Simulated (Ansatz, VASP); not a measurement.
# One calculation of Cl, two programs

```
CELL_PARAMETERS angstrom
8.43433 0.00000 0.00000
0.00000 8.43433 0.00000
0.00000 0.00000 8.43433
ATOMIC_POSITIONS crystal
Cl 0.94901 0.56630 0.87738
Cl 0.83674 0.44394 0.04442
Cl 0.13308 0.95330 0.24831
Cl 0.16160 0.97692 0.00822
Cl 0.33270 0.76895 0.60398
Cl 0.12309 0.88235 0.61275
Cl 0.60141 0.93313 0.21498
Cl 0.73535 0.88082 0.02660
Cl 0.42951 0.32605 0.43538
Cl 0.44315 0.16853 0.61171
Cl 0.87562 0.21355 0.51563
Cl 0.84892 0.13876 0.74171
Cl 0.28517 0.34410 0.04287
Cl 0.36422 0.55366 0.13179
Cl 0.65956 0.60168 0.52829
Cl 0.71535 0.82036 0.61788
```

Alike in both runs: functional PBE; dispersion D3(BJ); k mesh 1 × 1 × 1; occupations fermi-dirac, width 0.02 eV; no spin polarisation.

Ansatz relaxed the structure, and its values are those at the end. VASP's run is a single point on that final structure, the one shown.

|  | VASP | Ansatz |
| --- | --- | --- |
| version | VASP 6.6.1 | Ansatz 0.2.0 |
| potentials or method | VASP PAW PBE potentials, release 64 (Cl), cutoff 520 eV | scalar-relativistic, plane waves, PAW |
| valence electrons in the cell | 112 | 112 |

```csv
,VASP,Ansatz,Ansatz less VASP
gap on the k mesh at the Fermi level (eV),2.43,2.38,-0.045
rms of the force components (eV/Å),0.152,0.114,-0.0376
```

Ansatz's warnings: xc potential rough in thin density.
